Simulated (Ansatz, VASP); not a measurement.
**SiNi3 in VASP and in Ansatz**

The input INCAR:

```
ALGO = Normal
EDIFF = 1E-7
ENCUT = 520
GGA = PE
ISIF = 2
ISMEAR = -1
ISPIN = 2
LASPH = True
LCHARG = False
LMAXMIX = 4
LORBIT = 11
LREAL = False
LWAVE = False
MAGMOM = 1 1 1 0
NBANDS = 29
NELM = 150
PREC = Accurate
SIGMA = 0.05
```

KPOINTS

```
k-points
0
Gamma
  8 8 8
```

File POSCAR:

```
SiNi3
1.0
    3.5654576373      0.0000000000      0.0000000000
    0.0000000000      3.5654576373      0.0000000000
    0.0000000000      0.0000000000      3.5654576373
Ni Si
3 1
Direct
    0.5000000000      0.5000000000      0.0000000000
    0.5000000000      0.0000000000      0.5000000000
    0.0000000000      0.5000000000      0.5000000000
    0.0000000000      0.0000000000      0.0000000000
```

input.yaml

```yaml
crystal:
  lattice:
    - [3.5654576373, 0.0, 0.0]
    - [0.0, 3.5654576373, 0.0]
    - [0.0, 0.0, 3.5654576373]
  atoms:
    - { symbol: Ni, position: [0.5, 0.5, 0.0], spin: 1.0 }
    - { symbol: Ni, position: [0.5, 0.0, 0.5], spin: 1.0 }
    - { symbol: Ni, position: [0.0, 0.5, 0.5], spin: 1.0 }
    - { symbol: Si, position: [0.0, 0.0, 0.0] }
kpoints:
  mp_grid: { grid: [8, 8, 8] }
scf:
  occupations: { method: fermi_dirac, width: 0.05 }
hamiltonian:
  xc: pbe
  pseudopotentials: { kind: all_electron, lapw: { basis_error: 0.001 } }
magnetization:
  spin_polarized: true
output:
  forces: true
  stress: true
  eigenvalues: true
```

Change from the starting cell: volume scaled by 1.02.

Alike in both runs: task single point; functional PBE; k mesh 8 × 8 × 8; occupations fermi-dirac, width 0.05 eV; collinear spin.

|  | VASP | Ansatz |
| --- | --- | --- |
| version | VASP 6.6.1 | Ansatz 0.2.0 |
| potentials or method | VASP PAW PBE potentials, release 64 (Ni, Si), cutoff 520 eV | all-electron LAPW, scalar-relativistic |

|  | VASP | Ansatz | Ansatz less VASP |
| --- | --- | --- | --- |
| gap on the k mesh at the Fermi level (eV) | none | none | - |
| pressure (GPa) | -9.4 | -9.5 | -0.13 |
| net moment per atom (μB) | 0.00 | 0.00 | 0.000 |

A gap of «none» marks a metal or a gap that the smearing closes. Ansatz ran all-electron here, and VASP with PAW potentials.
